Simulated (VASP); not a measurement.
Sn3Se2: single point with PBE

Sn3Se2:

```
Sn Se
1.0
     3.98849    0.00000    0.00000
    -1.99425    3.45414    0.00000
     0.00000    0.00000    9.97060
Sn Se
3 2
Direct
  0.00000 0.00000 0.00000
  0.66667 0.33333 0.38083
  0.33333 0.66667 0.61917
  0.33333 0.66667 0.19344
  0.66667 0.33333 0.80656
```

```yaml
Program: VASP 6.6.1
Task: single point
Functional: PBE
Potentials_or_basis: VASP PAW PBE potentials, release 64 (Sn_d, Se)
Cutoff: 500 eV
k_mesh: 6 × 6 × 2
Occupations: gaussian, width 0.1 eV
Spin: no spin polarisation
Dipole_correction: no
Further_INCAR_settings: ALGO = Normal; EDIFF = 1e-06; NBANDS = 35
```

| Item | Value |
| --- | --- |
| Pressure | 0.1 GPa |
| Largest force | 0.088 eV/Å |
| Band gap on the k mesh | zero (band 27 reaches 8.14 eV, above the bottom of band 28 at 5.58 eV) |

Forces on the atoms (eV/Å):
```
Sn   0.000  0.000  0.000
Sn   0.000  0.000  0.088
Sn   0.000  0.000 -0.088
Se   0.000  0.000 -0.052
Se   0.000  0.000  0.052
```

Stress tensor (GPa, compression positive):
```
0.04 0.00 0.00
0.00 0.04 0.00
0.00 0.00 0.32
```

Levels at points of the mesh, in eV from the Fermi level:
| k point | band 25 | band 26 | band 27 | band 28 | band 29 | band 30 |
| --- | --- | --- | --- | --- | --- | --- |
| (0.00, 0.00, 0.00) | -1.66 | -1.55 | 1.88 | 1.89 | 2.33 | 2.33 |
| (0.50, 0.00, 0.00) | -2.56 | -2.14 | -1.13 | 0.27 | 0.53 | 0.78 |
| (0.00, 0.00, 0.50) | -1.84 | 0.06 | 0.50 | 1.88 | 1.88 | 3.41 |
| (0.50, 0.00, 0.50) | -2.72 | -1.81 | -1.39 | 1.13 | 1.18 | 1.55 |

Run time: 34 s on 1 thread of Intel(R) Xeon(R) 6975P-C (Granite Rapids), on a shared host, peak memory 0.26 GiB.

Caveat: spin-orbit coupling is left out, which moves the levels of the heavy elements.
